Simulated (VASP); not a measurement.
A run of VASP 6.6.1:

INCAR

```
SYSTEM = TiAl3
PREC = Accurate
ENCUT = 520
EDIFF = 1E-7
ISMEAR = -1
SIGMA = 0.15
LREAL = .FALSE.
LASPH = .TRUE.
NELM = 150
ALGO = Normal
ISIF = 2
LWAVE = .FALSE.
LCHARG = .FALSE.
ISPIN = 2
MAGMOM = 0 0 0 0
LORBIT = 11
LMAXMIX = 4
GGA = PS
NBANDS = 22
```

File KPOINTS:

```
regular mesh
0
G
  6 6 6
  0 0 0
```

POSCAR

```
TiAl3
1.0
    3.9556710000      0.0000000000      0.0000000000
    0.0000000000      3.9556710000      0.0000000000
    0.0000000000      0.0000000000      3.9556710000
Ti Al
1 3
Direct
    0.0000000000      0.0000000000      0.0000000000
    0.5000000000      0.5000000000      0.0000000000
    0.5000000000      0.0000000000      0.5000000000
    0.0000000000      0.5000000000      0.5000000000
```

Potentials or basis: VASP PAW PBE potentials, release 64 (Ti_sv, Al).

The run is started by

```console
$ cat potpaw_PBE.64/Ti_sv/POTCAR potpaw_PBE.64/Al/POTCAR > POTCAR
$ mpirun -np 1 vasp_std > vasp.out
```

Hardware: 1 thread of Intel Xeon 8259CL, on a shared host.

Q: How long does it take, and how much memory?

A: Run time: 100 s on 1 thread of Intel Xeon 8259CL (shared host), peak memory 0.21 GiB. Counts: scf iterations 16, k points 20.
